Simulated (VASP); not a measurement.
# Be4TeSe3 (Cmmm) in VASP: notebook

The runs below take Be4TeSe3 through single point, with PBE.

All numbers are computed with VASP 6.6.1; they aren't measurements. Logs are shortened: lines on timing, memory, paths and dates and some standing lists are left out, and cuts for length are marked.

## 1. The cell of the first run

The structure is orthorhombic, space group Cmmm (No. 65). The conventional cell has a = 7.327 Å, b = 9.777 Å, c = 3.618 Å, α = 90.00°, β = 90.00°, γ = 90.00°. Within 3.1 Å of Be (site symmetry m2m) lie 5 Se at 2.38 to 2.58 Å and 1 Te at 2.50 Å. Within 3.2 Å of Be (site symmetry 2mm) lie 4 Se at 2.45 to 2.50 Å and 2 Te at 2.65 Å. Within 3.3 Å of Te (site symmetry mmm) lie 6 Be at 2.50 to 2.65 Å. Within 3.2 Å of Se (site symmetry 2/m) lie 6 Be at 2.45 to 2.58 Å. Se (site symmetry mmm) has 6 Be at 2.38 to 2.50 Å within 3.1 Å.

## 2. Single point, PBE

The input, INCAR:

```
SYSTEM = Be4TeSe3
  ALGO = Normal
  EDIFF = 1E-6
  ENCUT = 600
  GGA = PE
  GGA_COMPAT = .False.
  ISIF = 2
  ISMEAR = 0
  LASPH = .True.
  LCHARG = .False.
  LREAL = .False.
  LWAVE = .False.
  NBANDS = 26
  NELM = 120
  PREC = Accurate
  SIGMA = 0.15
```

The input, KPOINTS:

```
k-points
0
Gamma
  2 2 3
  0 0 0
```

The input, POSCAR:

```
Be4TeSe3
1.0
    3.6635489736     -4.8883632729      0.0000000000
    3.6635489736      4.8883632729      0.0000000000
    0.0000000000      0.0000000000      3.6175790093
Be Te Se
4 1 3
Direct
    0.2438341258      0.7561658742      0.0000000000
    0.7652319720      0.7652319720      0.5000000000
    0.2347680280      0.2347680280      0.5000000000
    0.7561658742      0.2438341258      0.0000000000
    0.5000000000      0.5000000000      0.0000000000
    0.0000000000      0.5000000000      0.5000000000
    0.5000000000      0.0000000000      0.5000000000
    0.0000000000      0.0000000000      0.0000000000
```

Potentials or basis: VASP PAW PBE potentials, release 64 (Be, Te, Se).

Run with:

```
cat potpaw_PBE.64/Be/POTCAR potpaw_PBE.64/Te/POTCAR potpaw_PBE.64/Se/POTCAR > POTCAR
mpirun -np 1 vasp_std > vasp.out
```

OUTCAR:

```text
SYSTEM = Be4TeSe3
   EDIFF = 1E-6
   ENCUT = 600
   GGA = PE
   ISIF = 2
   ISMEAR = 0
   LASPH = .True.
   LREAL = .False.
   NELM = 120
   PREC = Accurate

 ion  position               nearest neighbor table
   1  0.244  0.756  0.000-   8 2.38   5 2.50   7 2.58   6 2.58   6 2.58   7 2.58
   2  0.765  0.765  0.500-   6 2.45   7 2.45   8 2.50   8 2.50   5 2.65   5 2.65
   3  0.235  0.235  0.500-   6 2.45   7 2.45   8 2.50   8 2.50   5 2.65   5 2.65
   4  0.756  0.244  0.000-   8 2.38   5 2.50   7 2.58   6 2.58   6 2.58   7 2.58
   5  0.500  0.500  0.000-   1 2.50   4 2.50   3 2.65   2 2.65   2 2.65   3 2.65
   6  0.000  0.500  0.500-   2 2.45   3 2.45   1 2.58   4 2.58   1 2.58   4 2.58
   7  0.500  0.000  0.500-   2 2.45   3 2.45   1 2.58   4 2.58   1 2.58   4 2.58
   8  0.000  0.000  0.000-   1 2.38   4 2.38   3 2.50   2 2.50   2 2.50   3 2.50

  LATTYP: Found a base centered orthorhombic cell.
 ALAT       =     7.3270979472
 B/A-ratio  =     1.3343245329
 C/A-ratio  =     0.4937260339

  Lattice vectors:

 A1 = (   3.6635489736,  -4.8883632729,   0.0000000000)
 A2 = (   3.6635489736,   4.8883632729,   0.0000000000)
 A3 = (   0.0000000000,   0.0000000000,   3.6175790093)

Analysis of symmetry for initial positions (statically):
=====================================================================
 Subroutine PRICEL returns:
 Original cell was already a primitive cell.

 Routine SETGRP: Setting up the symmetry group for a
 base centered orthorhombic supercell.

 Subroutine GETGRP returns: Found  8 space group operations
 (whereof  8 operations were pure point group operations)
 out of a pool of  8 trial point group operations.

The static configuration has the point symmetry D_2h.

Analysis of symmetry for dynamics (positions and initial velocities):
=====================================================================
 Subroutine PRICEL returns:
 Original cell was already a primitive cell.

 Routine SETGRP: Setting up the symmetry group for a
 base centered orthorhombic supercell.

 Subroutine GETGRP returns: Found  8 space group operations
 (whereof  8 operations were pure point group operations)
 out of a pool of  8 trial point group operations.

The dynamic configuration has the point symmetry D_2h.

 Subroutine INISYM returns: Found  8 space group operations
 (whereof  8 operations are pure point group operations),
 and found     1 'primitive' translations

----------------------------------------------------------------------------------------

                                     Primitive cell

  volume of cell :     129.5727

  direct lattice vectors                    reciprocal lattice vectors
     3.663548974 -4.888363273  0.000000000     0.136479682 -0.102283724  0.000000000
     3.663548974  4.888363273  0.000000000     0.136479682  0.102283724  0.000000000
     0.000000000  0.000000000  3.617579009     0.000000000  0.000000000  0.276427964

  length of vectors
     6.108820391  6.108820391  3.617579009     0.170553991  0.170553991  0.276427964

  position of ions in fractional coordinates (direct lattice)
     0.243834126  0.756165874  0.000000000
     0.765231972  0.765231972  0.500000000
     0.234768028  0.234768028  0.500000000
     0.756165874  0.243834126  0.000000000
     0.500000000  0.500000000  0.000000000
     0.000000000  0.500000000  0.500000000
     0.500000000  0.000000000  0.500000000
     0.000000000  0.000000000  0.000000000

  ion indices of the primitive-cell ions
   primitive index   ion index
                 1           1
                 2           2
                 3           3
                 4           4
                 5           5
                 6           6
                 7           7
                 8           8

----------------------------------------------------------------------------------------

 KPOINTS: k-points

Automatic generation of k-mesh.
 Grid dimensions read from file:
 generate k-points for:    2    2    3

 Generating k-lattice:

  Cartesian coordinates                     Fractional coordinates (reciprocal lattice)
     0.068239841 -0.051141862  0.000000000     0.500000000  0.000000000  0.000000000
     0.068239841  0.051141862  0.000000000     0.000000000  0.500000000  0.000000000
     0.000000000  0.000000000  0.092142655     0.000000000  0.000000000  0.333333333

  Length of vectors
     0.085276996  0.085276996  0.092142655

  Shift w.r.t. Gamma in fractional coordinates (k-lattice)
     0.000000000  0.000000000  0.000000000

 Subroutine IBZKPT returns following result:
 ===========================================

 Found      6 irreducible k-points:

 Following reciprocal coordinates:
            Coordinates               Weight
  0.000000  0.000000  0.000000      1.000000
  0.500000  0.000000  0.000000      2.000000
  0.500000  0.500000  0.000000      1.000000
  0.000000  0.000000  0.333333      2.000000
  0.500000  0.000000  0.333333      4.000000
  0.500000  0.500000  0.333333      2.000000
   k-points           NKPTS =      6   k-points in BZ     NKDIM =      6   number of bands    NBANDS=     26
   number of dos      NEDOS =    301   number of ions     NIONS =      8
   total plane-waves  NPLWV =  75000
   dimension x,y,z NGX =    50 NGY =   50 NGZ =   30
   dimension x,y,z NGXF=   100 NGYF=  100 NGZF=   60
   ions per type =               4   1   3
   NGX,Y,Z   is equivalent  to a cutoff of  13.61, 13.61, 13.79 a.u.
   NGXF,Y,Z  is equivalent  to a cutoff of  27.21, 27.21, 27.57 a.u.
 SYSTEM =  Be4TeSe3
   PREC   = accura    normal or accurate (medium, high low for compatibility)
   ISTART =      0    job   : 0-new  1-cont  2-samecut
   ICHARG =      2    charge: 1-file 2-atom 10-const
   ISPIN  =      1    spin polarized calculation?
   LNONCOLLINEAR =      F non collinear calculations
   LSORBIT =      F    spin-orbit coupling
   LASPH  =      T    aspherical Exc in radial PAW
   ENCUT  =  600.0 eV  44.10 Ry    6.64 a.u.  12.20 12.20  7.23*2*pi/ulx,y,z
   NELM   =    120;   NELMIN=  2; NELMDL= -5     # of ELM steps
   EDIFF  = 0.1E-05   stopping-criterion for ELM
   LREAL  =      F    real-space projection
   EDIFFG = 0.1E-04   stopping-criterion for IOM
   NSW    =      0    number of steps for IOM
   IBRION =     -1    ionic relax: 0-MD 1-quasi-New 2-CG
   NFREE  =      0    steps in history (QN), initial steepest desc. (CG)
   ISIF   =      2    stress and relaxation
   ISYM   =      2    0-nonsym 1-usesym 2-fastsym
   POTIM  = 0.5000    time-step for ionic-motion
   TEBEG  =    0.0;   TEEND  =   0.0 temperature during run
   PSTRESS=    0.0 pullay stress
   NELECT =      32.0000    total number of electrons
   NUPDOWN=      -1.0000    fix difference up-down
   EMIN   =  10.00;   EMAX   =-10.00  energy-range for DOS
   EFERMI =   0.00;   METHOD = LEGACY
   ISMEAR =     0;   SIGMA  =   0.15  broadening in eV -4-tet -1-fermi 0-gaus
   EFERMI_NEDOS =   21; number of points for ismear=-14 and -15
   IALGO  =     38    algorithm
   IMIX   =      4    mixing-type and parameters
     AMIX     =   0.40;   BMIX     =  1.00
     AMIX_MAG =   1.60;   BMIX_MAG =  1.00
  volume/ion in A,a.u.               =      16.20       109.30
  Fermi-wavevector in a.u.,A,eV,Ry     =   1.027118  1.940972 14.353756  1.054971
  Thomas-Fermi vector in A             =   2.161046
   LORBIT       =      0    0 simple, 1 ext, 2 COOP (PROOUT), +10 PAW based schemes
   GGA     = PE    functional components
   LHFCALC =     F    Hartree Fock is set to
   AEXX    =    0.0000 exact exchange contribution
   IVDW    =     0    specifies the selected vdW correction
   LEPSILON=     F    determine dielectric tensor
   LRPA    =     F    only Hartree local field effects (RPA)
 non-spin polarized calculation
 Gauss-broadening in eV      SIGMA  =   0.15
  energy-cutoff  :      600.00
  volume of cell :      129.57
 maximum number of plane-waves:      4362
 NGX is ok and might be reduce to    50
   NGX = 25   NGY = 25   NGZ = 15

 number of electron      31.9999999 magnetization

 Free energy of the ion-electron system (eV)
  ---------------------------------------------------
  ext. energy  EPLUGINS =         0.00000000
  ---------------------------------------------------
  free energy    TOTEN  =       -29.20873609 eV

  energy without entropy =      -29.20264925  energy(sigma->0) =      -29.20569267

 E-fermi :   6.2860     XC(G=0): -10.1229

 val. band max:        6.0926375403   @ k =   0.5000   0.0000   0.0000
 cond. band min:       6.4428966776   @ k =   0.0000   0.0000   0.0000
 fundamental gap:      0.3502591372
 Fermi energy:         6.2859728001

 k-point     1 :       0.0000    0.0000    0.0000
  band No.  band energies     occupation
      1      -8.7428      2.00000
      2      -7.0382      2.00000
      3      -6.9366      2.00000
      4      -5.1749      2.00000
      5      -1.1225      2.00000
      6      -1.0102      2.00000
[... 18 lines left out ...]
     25      10.2018      0.00000
     26      12.7164      0.00000

 k-point     2 :       0.5000    0.0000    0.0000
  band No.  band energies     occupation
      1      -8.2898      2.00000
      2      -7.7229      2.00000
      3      -6.8595      2.00000
      4      -5.5813      2.00000
      5      -0.2676      2.00000
      6      -0.1041      2.00000
[... 18 lines left out ...]
     25      12.0954      0.00000
     26      12.1780      0.00000

 k-point     3 :       0.5000    0.5000    0.0000
  band No.  band energies     occupation
      1      -7.9465      2.00000
      2      -7.7074      2.00000
      3      -7.1566      2.00000
      4      -6.0760      2.00000
      5       0.6809      2.00000
      6       1.0472      2.00000
[... 18 lines left out ...]
     25      12.5820      0.00000
     26      12.8742      0.00000

 k-point     4 :       0.0000    0.0000    0.3333
  band No.  band energies     occupation
      1      -7.9491      2.00000
      2      -6.7758      2.00000
      3      -6.5828      2.00000
      4      -5.0033      2.00000
      5      -0.1068      2.00000
      6       0.0060      2.00000
[... 18 lines left out ...]
     25      11.7020      0.00000
     26      13.4211      0.00000

 k-point     5 :       0.5000    0.0000    0.3333
  band No.  band energies     occupation
      1      -7.6226      2.00000
      2      -7.0714      2.00000
      3      -6.6842      2.00000
      4      -5.1599      2.00000
      5      -0.0080      2.00000
      6       0.0878      2.00000
[... 18 lines left out ...]
     25      12.2605      0.00000
     26      12.5478      0.00000

 k-point     6 :       0.5000    0.5000    0.3333
  band No.  band energies     occupation
      1      -7.4458      2.00000
      2      -7.2044      2.00000
      3      -6.6470      2.00000
      4      -5.2696      2.00000
      5      -0.4492      2.00000
      6      -0.3087      2.00000
[... 18 lines left out ...]
     25      10.6087      0.00000
     26      10.6763      0.00000

------------------------ aborting loop because EDIFF is reached ----------------------------------------

  FORCE on cell =-STRESS in cart. coord.  units (eV):
  Direction    XX          YY          ZZ          XY          YZ          ZX
  --------------------------------------------------------------------------------------
  -------------------------------------------------------------------------------------
  Total       -0.0041665      0.0595947      0.1243227      0.0000000      0.0000000      0.0000000
  in kB       -0.0515196      0.7368935      1.5372605      0.0000000      0.0000000      0.0000000
  external PRESSURE =       0.7408782 kB  Pullay stress =       0.0000000 kB

 VOLUME and BASIS-vectors are now :
 -----------------------------------------------------------------------------
  energy-cutoff  :      600.00
  volume of cell :      129.57
      direct lattice vectors                 reciprocal lattice vectors
     3.663548974 -4.888363273  0.000000000     0.136479682 -0.102283724  0.000000000
     3.663548974  4.888363273  0.000000000     0.136479682  0.102283724  0.000000000
     0.000000000  0.000000000  3.617579009     0.000000000  0.000000000  0.276427964

 POSITION                                       TOTAL-FORCE (eV/Angst)
 -----------------------------------------------------------------------------------
      3.66355      2.50446      0.00000         0.000000      0.016511     -0.000000
      5.60693      0.00000      1.80879        -0.001828      0.000000      0.000000
      1.72017      0.00000      1.80879         0.001828      0.000000     -0.000000
      3.66355     -2.50446      0.00000         0.000000     -0.016511      0.000000
      3.66355      0.00000      0.00000         0.000000      0.000000      0.000000
      1.83177      2.44418      1.80879         0.000000      0.000000      0.000000
      1.83177     -2.44418      1.80879         0.000000     -0.000000      0.000000
      0.00000      0.00000      0.00000         0.000000      0.000000      0.000000
 -----------------------------------------------------------------------------------
    total drift:                                0.000000      0.000000      0.000000

  FREE ENERGIE OF THE ION-ELECTRON SYSTEM (eV)
  ---------------------------------------------------
  free  energy   TOTEN  =       -29.2087360948 eV

  energy  without entropy=      -29.2026492465  energy(sigma->0) =      -29.20569267
```

It took 30 s on 1 thread of AMD EPYC 7R43 (Zen 3), shared host; peak memory 0.22 GiB.

Results:

```yaml
Free_energy: -29.2087 eV
Pressure: 0.1 GPa
Largest_force: 0.017 eV/Å
Band_gap_on_the_k_mesh: 0.35 eV, indirect (least direct gap 0.42 eV)
```

Forces in eV/Å, atoms in the order of the input:
```
Be   0.000  0.017  0.000
Be  -0.002  0.000  0.000
Be   0.002  0.000  0.000
Be   0.000 -0.017  0.000
Te   0.000  0.000  0.000
Se   0.000  0.000  0.000
Se   0.000  0.000  0.000
Se   0.000  0.000  0.000
```

Caveat: the k points lie up to 0.58 Å⁻¹ apart; spin-orbit coupling is left out, which moves the levels of the heavy elements. A k mesh can miss the band edges.

(Part 1 of 2 ends here.)
